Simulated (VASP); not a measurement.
Here is a VASP 6.6.1 calculation.

Contents of INCAR:

```
  PREC = Accurate
  ENCUT = 520
  EDIFF = 1E-6
  ISMEAR = 0
  SIGMA = 0.15
  LREAL = F
  LASPH = T
  NELM = 60
  ALGO = Fast
  ISIF = 2
  LWAVE = F
  LCHARG = T
  GGA = PS
  LELF = T
  LVHAR = T
  NBANDS = 19
```

The input KPOINTS:

```
Automatic mesh
0
Gamma
  18 18 10
```

Contents of POSCAR:

```
Ti
1.0
    2.9057478925      0.0000000000      0.0000000000
   -1.4528739462      2.5164514919      0.0000000000
    0.0000000000      0.0000000000      4.6860000000
Ti
2
Direct
    0.3333333333      0.6666666667      0.2500000000
    0.6666666667      0.3333333333      0.7500000000
```

Potentials or basis: VASP PAW PBE potentials, release 64 (Ti_sv).

Launch:

```sh
$ cat potpaw_PBE.64/Ti_sv/POTCAR > POTCAR
$ mpirun -np 1 vasp_std > vasp.out
```

Task: What does it give for the band gap on the k mesh?

Result: Zero (bands 12 and 13 overlap by 1.12 eV).

Task: What does it give for the pressure?

Result: -3.3 GPa.

Stress tensor (GPa, compression positive):
```
-2.56  0.00  0.00
 0.00 -2.56  0.00
 0.00  0.00 -4.72
```

Caveat: the cell differs from its parent crystal (strain -0.015 along x and y, +0.000 along z); the cell stands under tension; the PAW data sets were made with another functional, which shifts forces and pressure a little.
